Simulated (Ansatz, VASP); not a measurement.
## One calculation of Mg5Te2, two programs

```
CELL_PARAMETERS angstrom
5.35566 0.00000 0.00000
-2.67783 4.63814 0.00000
0.00000 0.00000 8.66345
ATOMIC_POSITIONS crystal
Mg 0.33333 0.66667 0.33108
Mg 0.33333 0.66667 0.66892
Mg 0.66667 0.33333 0.66892
Mg 0.66667 0.33333 0.33108
Mg 0.00000 0.00000 0.50000
Te 0.33333 0.66667 0.00000
Te 0.66667 0.33333 0.00000
```

Alike in both runs: functional PBE; k mesh 4 × 4 × 2; occupations gaussian, width 0.2 eV; no spin polarisation.

Ansatz relaxed the structure, and its values are those at the end. VASP's run is a single point on that final structure, the one shown.

```csv
,VASP,Ansatz
version,VASP 6.6.1,Ansatz 0.2.0
potentials or method,"VASP PAW PBE potentials, release 64 (Mg, Te), cutoff 600 eV","scalar-relativistic, plane waves, PAW"
valence electrons in the cell,22,82
```

Ansatz gave:

| Property | Result |
| --- | --- |
| gap on the k mesh at the Fermi level (eV) | none |
| pressure (GPa) | 0.2 |
| rms of the force components (eV/Å) | 0.034 |

Problem. Which values does VASP return?

Solution. gap on the k mesh at the Fermi level (eV): none; pressure (GPa): 0.1; rms of the force components (eV/Å): 0.037.

A gap of «none» marks a metal or a gap that the smearing closes. VASP's potentials hold 22 valence electrons a cell and Ansatz's 82, so a difference there can come from the potentials and not from the codes.

The k mesh is coarse, so the values compare programs but aren't converged. Spin-orbit coupling is off throughout.
